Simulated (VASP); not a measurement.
A run of VASP 6.6.1:

Contents of POSCAR:

```
V
1.0
    4.3764620595      0.0000000000      0.0000000000
   -2.1882310298      3.7901273223      0.0000000000
    0.0000000000      0.0000000000      2.3385085095
V
3
Direct
    1.0000000000      0.0000000000      0.0000000000
    0.3333333333      0.6666666667      0.5000000000
    0.6666666667      0.3333333333      0.5000000000
```

Contents of INCAR.step1:

```
ALGO = Normal
EDIFF = 1E-4
ENCUT = 520
GGA = PE
ISMEAR = -1
ISPIN = 2
LASPH = T
LCHARG = F
LMAXMIX = 4
LREAL = F
LWAVE = T
MAGMOM = 1 1 1
NBANDS = 30
NELM = 150
PREC = Accurate
SIGMA = 0.05
```

INCAR.step2

```
ALGO = Normal
EDIFF = 1E-6
ENCUT = 520
ISIF = 2
ISMEAR = -1
ISPIN = 2
ISTART = 1
LASPH = T
LCHARG = F
LMAXMIX = 4
LMIXTAU = T
LORBIT = 11
LREAL = F
LWAVE = F
MAGMOM = 1 1 1
METAGGA = R2SCAN
NBANDS = 30
NELM = 150
PREC = Accurate
SIGMA = 0.05
```

File KPOINTS:

```
k-points
0
Gamma
  11 11 17
```

Potentials or basis: VASP PAW PBE potentials, release 64 (V_sv).

Run with:

```sh
$ cat potpaw_PBE.64/V_sv/POTCAR > POTCAR
$ cp INCAR.step1 INCAR
$ mpirun -np 1 vasp_std > vasp.out
$ cp INCAR.step2 INCAR
$ mpirun -np 1 vasp_std > vasp.out
```

Hardware: 1 thread of Intel Xeon 8259CL (shared host).

Q: Estimate the wall time of this run.

A: Wall time 15 min on 1 thread of Intel Xeon 8259CL, on a shared host, peak memory 0.35 GiB. Counts: k points 144.
